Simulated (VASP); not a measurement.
# Ta (Im-3m) in VASP: single point with r2SCAN

Aim: the single point of Ta with r2SCAN.

Everything below comes from runs of VASP 6.6.1. Logs are shortened: lines on timing, memory, paths and dates and some standing lists are left out, and cuts for length are marked.

### 1 The cell of the first run

Symmetry: Im-3m, No. 229, cubic system. Conventional cell: a = 3.306 Å, b = 3.306 Å, c = 3.306 Å, α = 90.00°, β = 90.00°, γ = 90.00°. Within 3.8 Å of Ta (site symmetry m-3m) lie 14 Ta at 2.86 to 3.31 Å.

### 2 Single point, r2SCAN

POSCAR reads:

```
Ta
1.0
   -1.6532257156      1.6532257156      1.6532257156
    1.6532257156     -1.6532257156      1.6532257156
    1.6532257156      1.6532257156     -1.6532257156
Ta
1
Direct
    0.0000000000      0.0000000000      0.0000000000
```

INCAR.step1 reads:

```
  PREC = Accurate
  ENCUT = 520
  ISMEAR = 0
  SIGMA = 0.3
  LREAL = False
  LASPH = True
  NELM = 100
  NBANDS = 12
  GGA = PE
  ALGO = Normal
  EDIFF = 1E-4
  LWAVE = True
  LCHARG = False
```

INCAR.step2 reads:

```
  PREC = Accurate
  ENCUT = 520
  EDIFF = 1E-7
  ISMEAR = 0
  SIGMA = 0.3
  LREAL = False
  LASPH = True
  NELM = 100
  ALGO = Normal
  ISIF = 2
  LWAVE = False
  LCHARG = False
  METAGGA = R2SCAN
  LMIXTAU = True
  NBANDS = 12
  ISTART = 1
```

KPOINTS reads:

```
Automatic mesh
0
Gamma
  32 32 32
```

Potentials or basis: VASP PAW PBE potentials, release 64 (Ta_pv).

Command:

```
cat potpaw_PBE.64/Ta_pv/POTCAR > POTCAR
cp INCAR.step1 INCAR
mpirun -np 1 vasp_std > vasp.out
cp INCAR.step2 INCAR
mpirun -np 1 vasp_std > vasp.out
```

OUTCAR:

```text
PREC = Accurate
   ENCUT = 520
   EDIFF = 1E-7
   ISMEAR = 0
   LREAL = False
   LASPH = True
   NELM = 100
   ISIF = 2
   METAGGA = R2SCAN
   ISTART = 1

 ion  position               nearest neighbor table
   1  0.000  0.000  0.000-

  LATTYP: Found a body centered cubic cell.
 ALAT       =     3.3064514312

  Lattice vectors:

 A1 = (  -1.6532257156,   1.6532257156,   1.6532257156)
 A2 = (   1.6532257156,  -1.6532257156,   1.6532257156)
 A3 = (   1.6532257156,   1.6532257156,  -1.6532257156)

Analysis of symmetry for initial positions (statically):
=====================================================================
 Subroutine PRICEL returns:
 Original cell was already a primitive cell.

 Routine SETGRP: Setting up the symmetry group for a
 body centered cubic supercell.

 Subroutine GETGRP returns: Found 48 space group operations
 (whereof 48 operations were pure point group operations)
 out of a pool of 48 trial point group operations.

The static configuration has the point symmetry O_h .

Analysis of symmetry for dynamics (positions and initial velocities):
=====================================================================
 Subroutine PRICEL returns:
 Original cell was already a primitive cell.

 Routine SETGRP: Setting up the symmetry group for a
 body centered cubic supercell.

 Subroutine GETGRP returns: Found 48 space group operations
 (whereof 48 operations were pure point group operations)
 out of a pool of 48 trial point group operations.

The dynamic configuration has the point symmetry O_h .

 Subroutine INISYM returns: Found 48 space group operations
 (whereof 48 operations are pure point group operations),
 and found     1 'primitive' translations

----------------------------------------------------------------------------------------

                                     Primitive cell

  volume of cell :      18.0741

  direct lattice vectors                    reciprocal lattice vectors
    -1.653225716  1.653225716  1.653225716     0.000000000  0.302439041  0.302439041
     1.653225716 -1.653225716  1.653225716     0.302439041  0.000000000  0.302439041
     1.653225716  1.653225716 -1.653225716     0.302439041  0.302439041  0.000000000

  length of vectors
     2.863470936  2.863470936  2.863470936     0.427713394  0.427713394  0.427713394

  position of ions in fractional coordinates (direct lattice)
     0.000000000  0.000000000  0.000000000

  ion indices of the primitive-cell ions
   primitive index   ion index
                 1           1
[... 80 lines left out ...]
   POTIM  = 0.5000    time-step for ionic-motion
   TEBEG  =    0.0;   TEEND  =   0.0 temperature during run
   PSTRESS=    0.0 pullay stress
   NELECT =      11.0000    total number of electrons
   NUPDOWN=      -1.0000    fix difference up-down
   EMIN   =  10.00;   EMAX   =-10.00  energy-range for DOS
   EFERMI =   0.00;   METHOD = LEGACY
   ISMEAR =     0;   SIGMA  =   0.30  broadening in eV -4-tet -1-fermi 0-gaus
   EFERMI_NEDOS =   21; number of points for ismear=-14 and -15
   IALGO  =     38    algorithm
   IMIX   =      4    mixing-type and parameters
     AMIX     =   0.40;   BMIX     =  1.00
     AMIX_MAG =   1.60;   BMIX_MAG =  1.00
  volume/ion in A,a.u.               =      18.07       121.97
  Fermi-wavevector in a.u.,A,eV,Ry     =   1.387353  2.621717 26.187783  1.924748
  Thomas-Fermi vector in A             =   2.511582
   LORBIT       =      0    0 simple, 1 ext, 2 COOP (PROOUT), +10 PAW based schemes
   METAGGA = R2SCAN    functional components
   LHFCALC =     F    Hartree Fock is set to
   AEXX    =    0.0000 exact exchange contribution
   IVDW    =     0    specifies the selected vdW correction
   LEPSILON=     F    determine dielectric tensor
   LRPA    =     F    only Hartree local field effects (RPA)
 non-spin polarized calculation
 Gauss-broadening in eV      SIGMA  =   0.30
  energy-cutoff  :      520.00
  volume of cell :       18.07
 maximum number of plane-waves:       498
 NGX is ok and might be reduce to    24
   NGX = 11   NGY = 11   NGZ = 11

 number of electron      11.0000002 magnetization

 Free energy of the ion-electron system (eV)
  ---------------------------------------------------
  ext. energy  EPLUGINS =         0.00000000
  ---------------------------------------------------
  free energy    TOTEN  =       -48.60783387 eV

  energy without entropy =      -48.55152558  energy(sigma->0) =      -48.57967972

 E-fermi :   5.3113     XC(G=0): -13.7510

 val. band max:        5.3110206270   @ k =   0.3438   0.1562   0.0938
 cond. band min:       5.3120413246   @ k =  -0.3438   0.4688   0.1563
 fundamental gap:      0.0010206976
 Fermi energy:         5.3113438104

 k-point     1 :       0.0000    0.0000    0.0000
  band No.  band energies     occupation
      1     -28.9375      2.00000
      2     -28.9375      2.00000
      3     -28.9375      2.00000
      4      -3.0192      2.00000
      5       6.1390      0.00010
      6       6.1390      0.00010
      7       6.1390      0.00010
      8       9.6167      0.00000
      9       9.6167      0.00000
     10      17.3950      0.00000
     11      21.0576      0.00000
     12      21.0576      0.00000
[... 331 lines left out ...]
 k-point    24 :       0.2188    0.0312    0.0000
  band No.  band energies     occupation
      1     -29.5192      2.00000
      2     -29.1169      2.00000
      3     -28.9457      2.00000
      4      -0.8185      2.00000
      5       4.8967      1.94935
      6       5.2747      1.13715
      7       8.5492      0.00000
      8       8.8820      0.00000
      9       9.8100      0.00000
     10      17.3944      0.00000
     11      21.4486      0.00000
     12      23.0893      0.00000

 [... further k-points ...]

------------------------ aborting loop because EDIFF is reached ----------------------------------------

  FORCE on cell =-STRESS in cart. coord.  units (eV):
  Direction    XX          YY          ZZ          XY          YZ          ZX
  --------------------------------------------------------------------------------------
  -------------------------------------------------------------------------------------
  Total        0.0705726      0.0705726      0.0705726      0.0000000      0.0000000      0.0000000
  in kB        6.2559038      6.2559038      6.2559038      0.0000000      0.0000000      0.0000000
  external PRESSURE =       6.2559038 kB  Pullay stress =       0.0000000 kB

 VOLUME and BASIS-vectors are now :
 -----------------------------------------------------------------------------
  energy-cutoff  :      520.00
  volume of cell :       18.07
      direct lattice vectors                 reciprocal lattice vectors
    -1.653225716  1.653225716  1.653225716     0.000000000  0.302439041  0.302439041
     1.653225716 -1.653225716  1.653225716     0.302439041  0.000000000  0.302439041
     1.653225716  1.653225716 -1.653225716     0.302439041  0.302439041  0.000000000

 POSITION                                       TOTAL-FORCE (eV/Angst)
 -----------------------------------------------------------------------------------
      0.00000      0.00000      0.00000         0.000000      0.000000      0.000000
 -----------------------------------------------------------------------------------
    total drift:                                0.000000      0.000000      0.000000

  FREE ENERGIE OF THE ION-ELECTRON SYSTEM (eV)
  ---------------------------------------------------
  free  energy   TOTEN  =       -48.6078338666 eV

  energy  without entropy=      -48.5515255829  energy(sigma->0) =      -48.57967972
```

OSZICAR.step1:

```text
N       E                     dE             d eps       ncg     rms          rms(c)
DAV:   1     0.615643705864E+02    0.61564E+02   -0.61005E+03 21592   0.877E+02
DAV:   2    -0.112634713325E+02   -0.72828E+02   -0.71034E+02 24032   0.245E+02
DAV:   3    -0.122996152966E+02   -0.10361E+01   -0.10261E+01 25632   0.276E+01
DAV:   4    -0.123024738072E+02   -0.28585E-02   -0.28572E-02 24076   0.160E+00
DAV:   5    -0.123024832415E+02   -0.94342E-05   -0.94342E-05 24640   0.880E-02    0.134E+01
DAV:   6    -0.119480144044E+02    0.35447E+00   -0.28626E-01 25420   0.578E+00    0.652E+00
DAV:   7    -0.118414687543E+02    0.10655E+00   -0.25622E-01 24916   0.508E+00    0.382E-01
DAV:   8    -0.118406414559E+02    0.82730E-03   -0.77195E-03 23508   0.724E-01    0.136E-01
DAV:   9    -0.118406207278E+02    0.20728E-04   -0.12204E-04 19244   0.120E-01
   1 F= -.11840621E+02 E0= -.11810832E+02  d E =-.595771E-01
```

Run time: 12 min. Hardware: 1 thread of Intel Xeon 8259CL, shared host; peak memory 0.31 GiB.

Results:

```
Free energy            : -48.6078 eV
Pressure               : 0.6 GPa
Band gap on the k mesh : zero (an odd number of electrons rules out a gap without spin polarisation)
```

Caveat: so wide a smearing shifts energies and pressures; the PAW data sets were made with another functional, which shifts forces and pressure a little; spin-orbit coupling is left out, which moves the levels of the heavy elements.
